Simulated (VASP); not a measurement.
# PtSe2 (Sudovikovite) (P-3m1) in VASP: notebook

Runs on PtSe2 (Sudovikovite). Level: LDA. Tasks: single point.

All numbers are computed with VASP 6.6.1; they aren't measurements. Logs are shortened: lines on timing, memory, paths and dates and some standing lists are left out, and cuts for length are marked.

## 1. The cell of the first run

Symmetry: P-3m1, No. 164, trigonal system. The conventional cell has a = 3.724 Å, b = 3.724 Å, c = 5.062 Å, α = 90.00°, β = 90.00°, γ = 120.00°. Pt (site symmetry -3m) has 6 Se at 2.49 Å within 3.3 Å. Within 3.3 Å of Se (site symmetry 3m) lie 3 Pt at 2.49 Å.

## 2. Single point, LDA

Contents of INCAR:

```
SYSTEM = PtSe2
ALGO = Normal
EDIFF = 1E-6
ENCUT = 500
GGA_COMPAT = .FALSE.
ISIF = 2
ISMEAR = -1
LASPH = .TRUE.
LCHARG = .FALSE.
LREAL = .FALSE.
LWAVE = .FALSE.
NBANDS = 18
NELM = 120
PREC = Accurate
SIGMA = 0.15
```

Contents of KPOINTS:

```
k-points
0
G
  3 3 2
  0 0 0
```

Contents of POSCAR:

```
PtSe2
1.0
    3.7240000000      0.0000000000      0.0000000000
   -1.8620000000      3.2250786037      0.0000000000
    0.0000000000      0.0000000000      5.0620000000
Pt Se
1 2
Direct
    0.0000000000      0.0000000000      0.0000000000
    0.3333330000      0.6666670000      0.2500000000
    0.6666670000      0.3333330000      0.7500000000
```

Potentials or basis: VASP PAW LDA potentials, release 64 (Pt, Se).

Run with:

```console
cat potpaw_LDA.64/Pt/POTCAR potpaw_LDA.64/Se/POTCAR > POTCAR
mpirun -np 1 vasp_std > vasp.out
```

OUTCAR:

```text
SYSTEM = PtSe2
   EDIFF = 1E-6
   ENCUT = 500
   ISIF = 2
   ISMEAR = -1
   LASPH = .TRUE.
   LREAL = .FALSE.
   NELM = 120
   PREC = Accurate

 ion  position               nearest neighbor table
   1  0.000  0.000  0.000-   2 2.49   3 2.49   3 2.49   2 2.49   3 2.49   2 2.49
   2  0.333  0.667  0.250-   1 2.49   1 2.49   1 2.49
   3  0.667  0.333  0.750-   1 2.49   1 2.49   1 2.49

  LATTYP: Found a hexagonal cell.
 ALAT       =     3.7240000000
 C/A-ratio  =     1.3592910849

  Lattice vectors:

 A1 = (   3.7240000000,   0.0000000000,   0.0000000000)
 A2 = (  -1.8620000000,   3.2250786037,   0.0000000000)
 A3 = (   0.0000000000,   0.0000000000,   5.0620000000)

Analysis of symmetry for initial positions (statically):
=====================================================================
 Subroutine PRICEL returns:
 Original cell was already a primitive cell.

 Routine SETGRP: Setting up the symmetry group for a
 hexagonal supercell.

 Subroutine GETGRP returns: Found 12 space group operations
 (whereof 12 operations were pure point group operations)
 out of a pool of 24 trial point group operations.

The static configuration has the point symmetry D_3d.

Analysis of symmetry for dynamics (positions and initial velocities):
=====================================================================
 Subroutine PRICEL returns:
 Original cell was already a primitive cell.

 Routine SETGRP: Setting up the symmetry group for a
 hexagonal supercell.

 Subroutine GETGRP returns: Found 12 space group operations
 (whereof 12 operations were pure point group operations)
 out of a pool of 24 trial point group operations.

The dynamic configuration has the point symmetry D_3d.

 Subroutine INISYM returns: Found 12 space group operations
 (whereof 12 operations are pure point group operations),
 and found     1 'primitive' translations

----------------------------------------------------------------------------------------

                                     Primitive cell

  volume of cell :      60.7956

  direct lattice vectors                    reciprocal lattice vectors
     3.724000000  0.000000000  0.000000000     0.268528464  0.155034981  0.000000000
    -1.862000000  3.225078604  0.000000000     0.000000000  0.310069962  0.000000000
     0.000000000  0.000000000  5.062000000     0.000000000  0.000000000  0.197550375

  length of vectors
     3.724000000  3.724000000  5.062000000     0.310069962  0.310069962  0.197550375

  position of ions in fractional coordinates (direct lattice)
     0.000000000  0.000000000  0.000000000
     0.333333000  0.666667000  0.250000000
     0.666667000  0.333333000  0.750000000

  ion indices of the primitive-cell ions
   primitive index   ion index
                 1           1
                 2           2
                 3           3

----------------------------------------------------------------------------------------

 KPOINTS: k-points

Automatic generation of k-mesh.
 Grid dimensions read from file:
 generate k-points for:    3    3    2

 Generating k-lattice:

  Cartesian coordinates                     Fractional coordinates (reciprocal lattice)
     0.089509488  0.051678327  0.000000000     0.333333333  0.000000000  0.000000000
     0.000000000  0.103356654  0.000000000     0.000000000  0.333333333  0.000000000
     0.000000000  0.000000000  0.098775188     0.000000000  0.000000000  0.500000000

  Length of vectors
     0.103356654  0.103356654  0.098775188

  Shift w.r.t. Gamma in fractional coordinates (k-lattice)
     0.000000000  0.000000000  0.000000000

 Subroutine IBZKPT returns following result:
 ===========================================

 Found      6 irreducible k-points:

 Following reciprocal coordinates:
            Coordinates               Weight
  0.000000  0.000000  0.000000      1.000000
  0.333333 -0.000000  0.000000      6.000000
  0.333333  0.333333  0.000000      2.000000
  0.000000  0.000000  0.500000      1.000000
  0.333333 -0.000000  0.500000      6.000000
  0.333333  0.333333  0.500000      2.000000
   k-points           NKPTS =      6   k-points in BZ     NKDIM =      6   number of bands    NBANDS=     18
   number of dos      NEDOS =    301   number of ions     NIONS =      3
   total plane-waves  NPLWV =  31360
   dimension x,y,z NGX =    28 NGY =   28 NGZ =   40
   dimension x,y,z NGXF=    56 NGYF=   56 NGZF=   80
   ions per type =               1   2
   NGX,Y,Z   is equivalent  to a cutoff of  12.50, 12.50, 13.14 a.u.
   NGXF,Y,Z  is equivalent  to a cutoff of  25.00, 25.00, 26.27 a.u.
 SYSTEM =  PtSe2
   PREC   = accura    normal or accurate (medium, high low for compatibility)
   ISTART =      0    job   : 0-new  1-cont  2-samecut
   ICHARG =      2    charge: 1-file 2-atom 10-const
   ISPIN  =      1    spin polarized calculation?
   LNONCOLLINEAR =      F non collinear calculations
   LSORBIT =      F    spin-orbit coupling
   LASPH  =      T    aspherical Exc in radial PAW
   ENCUT  =  500.0 eV  36.75 Ry    6.06 a.u.   6.79  6.79  9.23*2*pi/ulx,y,z
   NELM   =    120;   NELMIN=  2; NELMDL= -5     # of ELM steps
   EDIFF  = 0.1E-05   stopping-criterion for ELM
   LREAL  =      F    real-space projection
   EDIFFG = 0.1E-04   stopping-criterion for IOM
   NSW    =      0    number of steps for IOM
   IBRION =     -1    ionic relax: 0-MD 1-quasi-New 2-CG
   NFREE  =      0    steps in history (QN), initial steepest desc. (CG)
   ISIF   =      2    stress and relaxation
   ISYM   =      2    0-nonsym 1-usesym 2-fastsym
   POTIM  = 0.5000    time-step for ionic-motion
   TEBEG  =    0.0;   TEEND  =   0.0 temperature during run
   PSTRESS=    0.0 pullay stress
   NELECT =      22.0000    total number of electrons
   NUPDOWN=      -1.0000    fix difference up-down
   EMIN   =  10.00;   EMAX   =-10.00  energy-range for DOS
   EFERMI =   0.00;   METHOD = LEGACY
   ISMEAR =    -1;   SIGMA  =   0.15  broadening in eV -4-tet -1-fermi 0-gaus
   EFERMI_NEDOS =   21; number of points for ismear=-14 and -15
   IALGO  =     38    algorithm
   IMIX   =      4    mixing-type and parameters
     AMIX     =   0.40;   BMIX     =  1.00
     AMIX_MAG =   1.60;   BMIX_MAG =  1.00
  volume/ion in A,a.u.               =      20.27       136.76
  Fermi-wavevector in a.u.,A,eV,Ry     =   1.166608  2.204570 18.517184  1.360975
  Thomas-Fermi vector in A             =   2.303119
   LORBIT       =      0    0 simple, 1 ext, 2 COOP (PROOUT), +10 PAW based schemes
   GGA     = CA    functional components
   LHFCALC =     F    Hartree Fock is set to
   AEXX    =    0.0000 exact exchange contribution
   IVDW    =     0    specifies the selected vdW correction
   LEPSILON=     F    determine dielectric tensor
   LRPA    =     F    only Hartree local field effects (RPA)
 non-spin polarized calculation
  energy-cutoff  :      500.00
  volume of cell :       60.80
 maximum number of plane-waves:      1554
 NGX is ok and might be reduce to    28
   NGX = 13   NGY = 13   NGZ = 19

 number of electron      21.9999998 magnetization

 Free energy of the ion-electron system (eV)
  ---------------------------------------------------
  ext. energy  EPLUGINS =         0.00000000
  ---------------------------------------------------
  free energy    TOTEN  =       -17.17979231 eV

  energy without entropy =      -17.13753336  energy(sigma->0) =      -17.15866284

 E-fermi :   6.3199     XC(G=0): -10.8993

 val. band max:        5.4576935757   @ k =   0.0000   0.0000   0.0000
 cond. band min:       6.4883272856   @ k =   0.3333   0.3333   0.0000
 fundamental gap:      1.0306337098
 Fermi energy:         6.3198514625

 k-point     1 :       0.0000    0.0000    0.0000
  band No.  band energies     occupation
      1      -9.2143      2.00000
      2      -6.3923      2.00000
      3      -0.7121      2.00000
      4       0.0222      2.00000
      5       0.0222      2.00000
      6       2.5126      2.00000
[... 10 lines left out ...]
     17      13.7617      0.00000
     18      18.2319      0.00000

 k-point     2 :       0.3333   -0.0000    0.0000
  band No.  band energies     occupation
      1      -8.1306      2.00000
      2      -6.8422      2.00000
      3      -0.0530      2.00000
      4       0.5726      2.00000
      5       0.7408      2.00000
      6       1.1613      2.00000
[... 10 lines left out ...]
     17      14.3525      0.00000
     18      15.2546      0.00000

 k-point     3 :       0.3333    0.3333    0.0000
  band No.  band energies     occupation
      1      -7.2016      2.00000
      2      -7.2016      2.00000
      3      -0.4256      2.00000
      4       0.3723      2.00000
      5       0.3723      2.00000
      6       1.7424      2.00000
[... 10 lines left out ...]
     17      15.2155      0.00000
     18      16.8654      0.00000

 k-point     4 :       0.0000    0.0000    0.5000
  band No.  band energies     occupation
      1      -8.6331      2.00000
      2      -7.5014      2.00000
      3       0.0748      2.00000
      4       0.0748      2.00000
      5       1.0714      2.00000
      6       2.4816      2.00000
[... 10 lines left out ...]
     17      13.2490      0.00000
     18      15.3384      0.00000

 k-point     5 :       0.3333   -0.0000    0.5000
  band No.  band energies     occupation
      1      -7.7044      2.00000
      2      -7.3111      2.00000
      3      -0.5128      2.00000
      4       0.2002      2.00000
      5       0.4657      2.00000
      6       1.9866      2.00000
[... 10 lines left out ...]
     17      15.9780      0.00000
     18      16.4475      0.00000

 k-point     6 :       0.3333    0.3333    0.5000
  band No.  band energies     occupation
      1      -7.1733      2.00000
      2      -7.1733      2.00000
      3       0.0205      2.00000
      4       0.0205      2.00000
      5       0.2008      2.00000
      6       1.9772      2.00000
[... 10 lines left out ...]
     17      13.9611      0.00000
     18      16.5634      0.00000

------------------------ aborting loop because EDIFF is reached ----------------------------------------

  FORCE on cell =-STRESS in cart. coord.  units (eV):
  Direction    XX          YY          ZZ          XY          YZ          ZX
  --------------------------------------------------------------------------------------
  -------------------------------------------------------------------------------------
  Total       -0.0113114     -0.0113114     -0.3020332     -0.0000000      0.0000000      0.0000000
  in kB       -0.2980954     -0.2980954     -7.9596339     -0.0000000      0.0000000      0.0000000
  external PRESSURE =      -2.8519416 kB  Pullay stress =       0.0000000 kB

 VOLUME and BASIS-vectors are now :
 -----------------------------------------------------------------------------
  energy-cutoff  :      500.00
  volume of cell :       60.80
      direct lattice vectors                 reciprocal lattice vectors
     3.724000000  0.000000000  0.000000000     0.268528464  0.155034981  0.000000000
    -1.862000000  3.225078604  0.000000000     0.000000000  0.310069962  0.000000000
     0.000000000  0.000000000  5.062000000     0.000000000  0.000000000  0.197550375

 POSITION                                       TOTAL-FORCE (eV/Angst)
 -----------------------------------------------------------------------------------
      0.00000      0.00000      0.00000        -0.000000      0.000000      0.000000
     -0.00000      2.15005      1.26550        -0.000000      0.000000      0.102470
      1.86200      1.07503      3.79650         0.000000      0.000000     -0.102470
 -----------------------------------------------------------------------------------
    total drift:                               -0.000000      0.000000      0.000000

  FREE ENERGIE OF THE ION-ELECTRON SYSTEM (eV)
  ---------------------------------------------------
  free  energy   TOTEN  =       -17.1797923109 eV

  energy  without entropy=      -17.1375333612  energy(sigma->0) =      -17.15866284
```

It took 6.8 s on 1 thread of Intel Xeon 6975P-C, shared host; peak memory 0.15 GiB.

Results:

- Free energy: -17.1798 eV
- Pressure: -0.3 GPa
- Largest force: 0.102 eV/Å
- Band gap on the k mesh: zero (band 11 reaches 6.89 eV, above the bottom of band 12 at 6.49 eV)

Forces in eV/Å, atoms in the order of the input:
```
Pt   0.000  0.000  0.000
Se   0.000  0.000  0.102
Se   0.000  0.000 -0.102
```

Levels at points of the mesh, in eV from the Fermi level:
| k point | band 7 | band 8 | band 9 | band 10 | band 11 | band 12 | band 13 | band 14 | band 15 | band 16 |
| --- | --- | --- | --- | --- | --- | --- | --- | --- | --- | --- |
| (0.00, 0.00, 0.00) | -3.81 | -2.36 | -0.86 | -0.86 | 0.57 | 1.64 | 1.64 | 3.70 | 4.24 | 7.44 |
| (0.00, 0.00, 0.50) | -3.84 | -2.83 | -1.52 | -1.30 | -1.30 | 2.50 | 2.50 | 4.92 | 6.42 | 6.93 |

Caveat: the k points lie up to 0.65 Å⁻¹ apart; spin-orbit coupling is left out, which moves the levels of the heavy elements.

## 3. Single point, LDA

Contents of INCAR:

```
ALGO = Normal
EDIFF = 1E-6
ENCUT = 500
GGA_COMPAT = False
ISIF = 2
ISMEAR = -1
LASPH = True
LCHARG = False
LREAL = False
LWAVE = False
NBANDS = 18
NELM = 120
PREC = Accurate
SIGMA = 0.15
```

Contents of KPOINTS:

```
k-points
0
Gamma
  3 3 2
```

POSCAR is that of step 2.

Potentials or basis: VASP PAW LDA potentials, release 64 (Pt, Se).

Run with:

```console
cat potpaw_LDA.64/Pt/POTCAR potpaw_LDA.64/Se/POTCAR > POTCAR
mpirun -np 1 vasp_std > vasp.out
```

Wall time 7.3 s (1 thread of Intel Xeon 6975P-C, shared host); peak memory 0.15 GiB.

The run converged. Its results:

```yaml
Free_energy: -17.1798 eV
Pressure: -0.3 GPa
Largest_force: 0.102 eV/Å
Band_gap_on_the_k_mesh: zero (band 11 reaches 6.89 eV, above the bottom of band 12 at 6.49 eV)
```

Forces in eV/Å, atoms in the order of the input:
```
Pt   0.000  0.000  0.000
Se   0.000  0.000  0.102
Se   0.000  0.000 -0.102
```

Stress tensor (GPa, compression positive):
```
-0.03  0.00  0.00
 0.00 -0.03  0.00
 0.00  0.00 -0.80
```

Levels at points of the mesh, in eV from the Fermi level:
| k point | band 7 | band 8 | band 9 | band 10 | band 11 | band 12 | band 13 | band 14 | band 15 | band 16 |
| --- | --- | --- | --- | --- | --- | --- | --- | --- | --- | --- |
| (0.00, 0.00, 0.00) | -3.81 | -2.36 | -0.86 | -0.86 | 0.57 | 1.64 | 1.64 | 3.70 | 4.24 | 7.44 |
| (0.00, 0.00, 0.50) | -3.84 | -2.83 | -1.52 | -1.30 | -1.30 | 2.50 | 2.50 | 4.92 | 6.42 | 6.93 |

Caveat: the k points lie up to 0.65 Å⁻¹ apart; spin-orbit coupling is left out, which moves the levels of the heavy elements.

## 4. Single point, LDA

Contents of INCAR:

```
SYSTEM = PtSe2
PREC = Accurate ; ENCUT = 500
EDIFF = 1E-6 ; ISMEAR = -1
SIGMA = 0.15 ; LREAL = .FALSE.
LASPH = .TRUE. ; NELM = 120
ALGO = Normal ; ISIF = 2
LWAVE = .FALSE. ; LCHARG = .FALSE.
GGA = CA ; NBANDS = 18
GGA_COMPAT = .FALSE.
```

Contents of KPOINTS:

```
Automatic mesh
0
G
  4 4 3
  0 0 0
```

POSCAR is that of step 3.

Run with:

```console
cat potpaw_LDA.64/Pt/POTCAR potpaw_LDA.64/Se/POTCAR > POTCAR
mpirun -np 1 vasp_std > vasp.out
```

It took 9.8 s on 1 thread of Intel Xeon 6975P-C, shared host; peak memory 0.15 GiB.

Results (log left out):

```
Free energy            : -17.1440 eV
Pressure               : -0.3 GPa
Largest force          : 0.163 eV/Å
Band gap on the k mesh : zero (band 11 reaches 6.90 eV, above the bottom of band 12 at 6.64 eV)
```

Forces on the atoms (eV/Å):
```
Pt   0.000  0.000  0.000
Se   0.000  0.000  0.163
Se   0.000  0.000 -0.163
```

Stress tensor (GPa, compression positive):
```
 0.56  0.00  0.00
 0.00  0.56  0.00
 0.00  0.00 -2.16
```

Levels at points of the mesh, in eV from the Fermi level:
| k point | band 9 | band 10 | band 11 | band 12 | band 13 | band 14 |
| --- | --- | --- | --- | --- | --- | --- |
| (0.00, 0.00, 0.00) | -0.90 | -0.90 | 0.56 | 1.62 | 1.62 | 3.68 |
| (0.50, 0.00, 0.00) | -3.29 | -3.23 | -2.80 | 0.80 | 2.52 | 4.92 |

Caveat: the k points lie up to 0.49 Å⁻¹ apart; spin-orbit coupling is left out, which moves the levels of the heavy elements.

(Continued in part 2 of 2.)
